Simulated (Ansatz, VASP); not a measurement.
**Two plane-wave programs on HfRu**

The input INCAR:

```
PREC     = Accurate       # precision mode
ENCUT    = 520            # plane-wave cutoff, eV
EDIFF    = 1E-6           # SCF threshold, eV
ISMEAR   = -1             # smearing method
SIGMA    = 0.1            # smearing width, eV
LREAL    = F              # projectors in reciprocal space
LASPH    = T              # aspherical terms in the spheres
NELM     = 100            # most SCF steps
ALGO     = Normal         # electronic algorithm
ISIF     = 2              # what is computed and relaxed
LWAVE    = F              # write WAVECAR
LCHARG   = F              # write CHGCAR
GGA      = CA             # functional
NBANDS   = 19             # bands
```

File KPOINTS:

```
regular mesh
0
Gamma
  12 12 12
```

The input POSCAR:

```
HfRu
1.0
    3.1820854849      0.0000000000      0.0000000000
    0.0000000000      3.1820854849      0.0000000000
    0.0000000000      0.0000000000      3.1820854849
Hf Ru
1 1
Direct
    0.0000000000      0.0000000000      0.0000000000
    0.5000000000      0.5000000000      0.5000000000
```

Input for Ansatz:

```yaml
crystal:
  lattice:
    - [3.18208548489, 0.0, 0.0]
    - [0.0, 3.18208548489, 0.0]
    - [0.0, 0.0, 3.18208548489]
  atoms:
    - { symbol: Hf, position: [0.0, 0.0, 0.0] }
    - { symbol: Ru, position: [0.5, 0.5, 0.5] }
kpoints:
  mp_grid: { grid: [12, 12, 12] }
scf:
  occupations: { method: fermi_dirac, width: 0.1 }
hamiltonian:
  xc: lda
  pseudopotentials: { kind: paw }
output:
  forces: true
  stress: true
  eigenvalues: true
  eigenstates:
    nscf_kmesh: { grid: [16, 16, 16] }
    de_dk: true
    e_range: [-14, 14]
  optics:
    e_range: [0, 25]
    de: 0.2
    sigma: 0.2
    bands: { spectra_wanted_up_to: 25 }
    nscf_kmesh: { grid: [16, 16, 16] }
    drude_damping: 0.1
checkpoint:
  write: ck
  write_wavefunctions: false
```

Alike in both runs: task single point; functional LDA; k mesh 12 × 12 × 12; occupations fermi-dirac, width 0.1 eV; no spin polarisation.

|  | VASP | Ansatz |
| --- | --- | --- |
| version | VASP 6.6.1 | Ansatz 0.2.0 |
| potentials or method | VASP PAW LDA potentials, release 64 (Hf_pv, Ru_pv) | PAW with Ansatz's default frozen-core files, scalar-relativistic |
| plane-wave cutoff (eV) | 520 | 420 |
| valence electrons in the cell | 24 | 42 |

```csv
,VASP,Ansatz,Ansatz less VASP
pressure (GPa),-0.3,0.0,+0.35
```

LDA's correlation is that of Perdew and Zunger in VASP and of Perdew and Wang (1992) in Ansatz. VASP's potentials hold 24 valence electrons a cell and Ansatz's 42, so a difference there can come from the potentials and not from the codes. Ansatz's warnings: optics on partly filled bands.

Spin-orbit coupling is off throughout.
